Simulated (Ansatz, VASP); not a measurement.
**Ni: VASP beside Ansatz**

```
Ni
1.0
     0.00000    1.76795    1.69723
     1.76795    0.00000    1.69723
     1.76795    1.76795    0.00000
Ni
1
Cartesian
  0.0000 0.0000 0.0000
```

Change from the starting cell: strain +0.000 along x and y, -0.040 along z, atoms carried along.

Alike in both runs: task single point; functional PBEsol; k mesh 22 × 22 × 22; occupations gaussian, width 0.15 eV; collinear spin.

|  | VASP | Ansatz |
| --- | --- | --- |
| version | VASP 6.6.1 | Ansatz 0.2.0 |
| potentials or method | VASP PAW PBE potentials, release 64 (Ni), cutoff 520 eV | scalar-relativistic, plane waves, PAW |
| valence electrons in the cell | 10 | 18 |

```tsv
	VASP	Ansatz	Ansatz less VASP
gap on the k mesh at the Fermi level (eV)	none	none	-
pressure (GPa)	-4.5	-4.5	+0.05
traceless stress, the component that is largest in VASP (GPa)	2.96	3.10	+0.141
net moment per atom (μB)	0.62	0.64	+0.012
size of the moment on the site where the two differ most (μB)	0.63	0.67	+0.040
```

VASP's potentials were made for PBE, not for PBEsol. Site moments also hang on the region over which each program counts them. A gap of «none» marks a metal or a gap that the smearing closes. The functional is the same, so the differences come from potentials, cutoffs and numerics. VASP's potentials hold 10 valence electrons a cell and Ansatz's 18, so a difference there can come from the potentials and not from the codes.
